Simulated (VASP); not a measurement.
# PtS2 (P-3m1) in VASP: a series of runs, part 2 of 2

VASP 6.6.1. The steps go on from the part before.

### 3 Single point, r2SCAN (19.93 Å³/atom)

This run uses another cell than the first one, of 19.93 Å³/atom.

POSCAR reads:

```
PtS2
1.0
    3.5482369392      0.0000000000      0.0000000000
   -1.7741184696      3.0728633280      0.0000000000
    0.0000000000      0.0000000000      5.4825359040
Pt S
1 2
Direct
    0.0000000000      0.0000000000      0.0000000000
    0.3333333333      0.6666666667      0.2246832811
    0.6666666667      0.3333333333      0.7753167189
```

INCAR.step1 reads:

```
PREC = Accurate
ENCUT = 550
ISMEAR = 0
SIGMA = 0.05
LREAL = False
LASPH = True
NELM = 120
NBANDS = 18
GGA = PE
ALGO = Normal
EDIFF = 1E-5
LWAVE = True
LCHARG = False
GGA_COMPAT = False
```

INCAR.step2 reads:

```
PREC = Accurate
ENCUT = 550
EDIFF = 1E-6
ISMEAR = 0
SIGMA = 0.05
LREAL = False
LASPH = True
NELM = 120
ALGO = Normal
ISIF = 2
LWAVE = False
LCHARG = False
METAGGA = R2SCAN
LMIXTAU = True
NBANDS = 18
ISTART = 1
GGA_COMPAT = False
```

KPOINTS reads:

```
Automatic mesh
0
Gamma
  8 8 4
```

Potentials or basis: VASP PAW PBE potentials, release 64 (Pt, S).

On the command line:

```
cat potpaw_PBE.64/Pt/POTCAR potpaw_PBE.64/S/POTCAR > POTCAR
cp INCAR.step1 INCAR
mpirun -np 1 vasp_std > vasp.out
cp INCAR.step2 INCAR
mpirun -np 1 vasp_std > vasp.out
```

OUTCAR:

```text
PREC = Accurate
   ENCUT = 550
   EDIFF = 1E-6
   ISMEAR = 0
   LREAL = False
   LASPH = True
   NELM = 120
   ISIF = 2
   METAGGA = R2SCAN
   ISTART = 1

 ion  position               nearest neighbor table
   1  0.000  0.000  0.000-   2 2.39   3 2.39   3 2.39   2 2.39   3 2.39   2 2.39
   2  0.333  0.667  0.225-   1 2.39   1 2.39   1 2.39
   3  0.667  0.333  0.775-   1 2.39   1 2.39   1 2.39

  LATTYP: Found a hexagonal cell.
 ALAT       =     3.5482369392
 C/A-ratio  =     1.5451436863

  Lattice vectors:

 A1 = (   3.5482369392,   0.0000000000,   0.0000000000)
 A2 = (  -1.7741184696,   3.0728633280,   0.0000000000)
 A3 = (   0.0000000000,   0.0000000000,   5.4825359040)

Analysis of symmetry for initial positions (statically):
=====================================================================
 Subroutine PRICEL returns:
 Original cell was already a primitive cell.

 Routine SETGRP: Setting up the symmetry group for a
 hexagonal supercell.

 Subroutine GETGRP returns: Found 12 space group operations
 (whereof 12 operations were pure point group operations)
 out of a pool of 24 trial point group operations.

The static configuration has the point symmetry D_3d.

Analysis of symmetry for dynamics (positions and initial velocities):
=====================================================================
 Subroutine PRICEL returns:
 Original cell was already a primitive cell.

 Routine SETGRP: Setting up the symmetry group for a
 hexagonal supercell.

 Subroutine GETGRP returns: Found 12 space group operations
 (whereof 12 operations were pure point group operations)
 out of a pool of 24 trial point group operations.

The dynamic configuration has the point symmetry D_3d.

 Subroutine INISYM returns: Found 12 space group operations
 (whereof 12 operations are pure point group operations),
 and found     1 'primitive' translations

----------------------------------------------------------------------------------------

                                     Primitive cell

  volume of cell :      59.7774

  direct lattice vectors                    reciprocal lattice vectors
     3.548236939  0.000000000  0.000000000     0.281830108  0.162714689  0.000000000
    -1.774118470  3.072863328  0.000000000     0.000000000  0.325429378  0.000000000
     0.000000000  0.000000000  5.482535904     0.000000000  0.000000000  0.182397346

  length of vectors
     3.548236939  3.548236939  5.482535904     0.325429378  0.325429378  0.182397346

  position of ions in fractional coordinates (direct lattice)
     0.000000000  0.000000000  0.000000000
     0.333333333  0.666666667  0.224683281
     0.666666667  0.333333333  0.775316719

  ion indices of the primitive-cell ions
   primitive index   ion index
                 1           1
                 2           2
                 3           3

----------------------------------------------------------------------------------------

 KPOINTS: Automatic mesh

Automatic generation of k-mesh.
 Grid dimensions read from file:
 generate k-points for:    8    8    4

 Generating k-lattice:

  Cartesian coordinates                     Fractional coordinates (reciprocal lattice)
     0.035228764  0.020339336  0.000000000     0.125000000 -0.000000000  0.000000000
     0.000000000  0.040678672  0.000000000     0.000000000  0.125000000  0.000000000
     0.000000000  0.000000000  0.045599337     0.000000000  0.000000000  0.250000000

  Length of vectors
     0.040678672  0.040678672  0.045599337

  Shift w.r.t. Gamma in fractional coordinates (k-lattice)
     0.000000000  0.000000000  0.000000000

 Subroutine IBZKPT returns following result:
 ===========================================

 Found     35 irreducible k-points:

 Following reciprocal coordinates:
            Coordinates               Weight
  0.000000  0.000000  0.000000      1.000000
  0.125000  0.000000  0.000000      6.000000
  0.250000  0.000000  0.000000      6.000000
  0.375000  0.000000  0.000000      6.000000
  0.500000  0.000000  0.000000      3.000000
  0.125000  0.125000  0.000000      6.000000
[... 16 lines left out ...]
 -0.125000  0.500000  0.250000     12.000000
  0.250000  0.250000  0.250000     12.000000
 [... further k-points ...]
   k-points           NKPTS =     35   k-points in BZ     NKDIM =     35   number of bands    NBANDS=     18
   number of dos      NEDOS =    301   number of ions     NIONS =      3
   total plane-waves  NPLWV =  32928
   dimension x,y,z NGX =    28 NGY =   28 NGZ =   42
   dimension x,y,z NGXF=    56 NGYF=   56 NGZF=   84
   ions per type =               1   2
   NGX,Y,Z   is equivalent  to a cutoff of  13.12, 13.12, 12.74 a.u.
   NGXF,Y,Z  is equivalent  to a cutoff of  26.24, 26.24, 25.47 a.u.
 SYSTEM =  unknown system
   PREC   = accura    normal or accurate (medium, high low for compatibility)
   ISTART =      1    job   : 0-new  1-cont  2-samecut
   ICHARG =      0    charge: 1-file 2-atom 10-const
   ISPIN  =      1    spin polarized calculation?
   LNONCOLLINEAR =      F non collinear calculations
   LSORBIT =      F    spin-orbit coupling
   LASPH  =      T    aspherical Exc in radial PAW
   ENCUT  =  550.0 eV  40.42 Ry    6.36 a.u.   6.79  6.79 10.48*2*pi/ulx,y,z
   NELM   =    120;   NELMIN=  2; NELMDL=  0     # of ELM steps
   EDIFF  = 0.1E-05   stopping-criterion for ELM
   LREAL  =      F    real-space projection
   EDIFFG = 0.1E-04   stopping-criterion for IOM
   NSW    =      0    number of steps for IOM
   IBRION =     -1    ionic relax: 0-MD 1-quasi-New 2-CG
   NFREE  =      0    steps in history (QN), initial steepest desc. (CG)
   ISIF   =      2    stress and relaxation
   ISYM   =      2    0-nonsym 1-usesym 2-fastsym
   POTIM  = 0.5000    time-step for ionic-motion
   TEBEG  =    0.0;   TEEND  =   0.0 temperature during run
   PSTRESS=    0.0 pullay stress
   NELECT =      22.0000    total number of electrons
   NUPDOWN=      -1.0000    fix difference up-down
   EMIN   =  10.00;   EMAX   =-10.00  energy-range for DOS
   EFERMI =   0.00;   METHOD = LEGACY
   ISMEAR =     0;   SIGMA  =   0.05  broadening in eV -4-tet -1-fermi 0-gaus
   EFERMI_NEDOS =   21; number of points for ismear=-14 and -15
   IALGO  =     38    algorithm
   IMIX   =      4    mixing-type and parameters
     AMIX     =   0.40;   BMIX     =  1.00
     AMIX_MAG =   1.60;   BMIX_MAG =  1.00
  volume/ion in A,a.u.               =      19.93       134.47
  Fermi-wavevector in a.u.,A,eV,Ry     =   1.173194  2.217016 18.726853  1.376385
  Thomas-Fermi vector in A             =   2.309611
   LORBIT       =      0    0 simple, 1 ext, 2 COOP (PROOUT), +10 PAW based schemes
   METAGGA = R2SCAN    functional components
   LHFCALC =     F    Hartree Fock is set to
   AEXX    =    0.0000 exact exchange contribution
   IVDW    =     0    specifies the selected vdW correction
   LEPSILON=     F    determine dielectric tensor
   LRPA    =     F    only Hartree local field effects (RPA)
 non-spin polarized calculation
 Gauss-broadening in eV      SIGMA  =   0.05
  energy-cutoff  :      550.00
  volume of cell :       59.78
 maximum number of plane-waves:      1773
 NGX is ok and might be reduce to    28
   NGX = 13   NGY = 13   NGZ = 21

 number of electron      22.0000000 magnetization

 Free energy of the ion-electron system (eV)
  ---------------------------------------------------
  ext. energy  EPLUGINS =         0.00000000
  ---------------------------------------------------
  free energy    TOTEN  =       -68.87191469 eV

  energy without entropy =      -68.87191469  energy(sigma->0) =      -68.87191469

 E-fermi :   5.3141     XC(G=0): -10.7551

 val. band max:        5.0678277905   @ k =   0.1250   0.0000   0.0000
 cond. band min:       6.3497632553   @ k =   0.0000   0.2500   0.2500
 fundamental gap:      1.2819354648
 Fermi energy:         5.3141167434

 k-point     1 :       0.0000    0.0000    0.0000
  band No.  band energies     occupation
      1     -10.1810      2.00000
      2      -7.5605      2.00000
      3      -1.3444      2.00000
      4      -1.2093      2.00000
      5      -1.2093      2.00000
      6       1.5506      2.00000
[... 10 lines left out ...]
     17      14.0445      0.00000
     18      17.1734      0.00000
[... 466 lines left out ...]
      2      -8.0737      2.00000
      3      -1.2520      2.00000
      4      -0.7741      2.00000
      5      -0.1647      2.00000
      6       0.6142      2.00000
[... 10 lines left out ...]
     17      15.3385      0.00000
     18      15.7221      0.00000

 [... further k-points ...]

------------------------ aborting loop because EDIFF is reached ----------------------------------------

  FORCE on cell =-STRESS in cart. coord.  units (eV):
  Direction    XX          YY          ZZ          XY          YZ          ZX
  --------------------------------------------------------------------------------------
  -------------------------------------------------------------------------------------
  Total        0.0934244      0.0934244      0.0850708      0.0000000      0.0000000      0.0000000
  in kB        2.5039951      2.5039951      2.2800980      0.0000000      0.0000000      0.0000000
  external PRESSURE =       2.4293628 kB  Pullay stress =       0.0000000 kB

 VOLUME and BASIS-vectors are now :
 -----------------------------------------------------------------------------
  energy-cutoff  :      550.00
  volume of cell :       59.78
      direct lattice vectors                 reciprocal lattice vectors
     3.548236939  0.000000000  0.000000000     0.281830108  0.162714689  0.000000000
    -1.774118470  3.072863328  0.000000000     0.000000000  0.325429378  0.000000000
     0.000000000  0.000000000  5.482535904     0.000000000  0.000000000  0.182397346

 POSITION                                       TOTAL-FORCE (eV/Angst)
 -----------------------------------------------------------------------------------
      0.00000      0.00000      0.00000        -0.000000      0.000000      0.000000
     -0.00000      2.04858      1.23183         0.000000      0.000000     -0.005564
      1.77412      1.02429      4.25070        -0.000000     -0.000000      0.005564
 -----------------------------------------------------------------------------------
    total drift:                               -0.000000     -0.000000      0.000000

  FREE ENERGIE OF THE ION-ELECTRON SYSTEM (eV)
  ---------------------------------------------------
  free  energy   TOTEN  =       -68.8719146924 eV

  energy  without entropy=      -68.8719146924  energy(sigma->0) =      -68.87191469
```

Run time: 71 s. Hardware: 1 thread of Intel Xeon 6975P-C (Granite Rapids), shared host; peak memory 0.2 GiB.

Results:

```yaml
Free_energy: -68.8719 eV
Pressure: 0.2 GPa
Largest_force: 0.006 eV/Å
Band_gap_on_the_k_mesh: 1.28 eV (least direct gap 1.31 eV)
```

Forces in eV/Å, atoms in the order of the input:
```
Pt   0.000  0.000  0.000
S    0.000  0.000 -0.006
S    0.000  0.000  0.006
```

Caveat: the PAW data sets were made with another functional, which shifts forces and pressure a little; spin-orbit coupling is left out, which moves the levels of the heavy elements. r2SCAN opens gaps a little over a GGA but as a rule still falls short of measured ones.
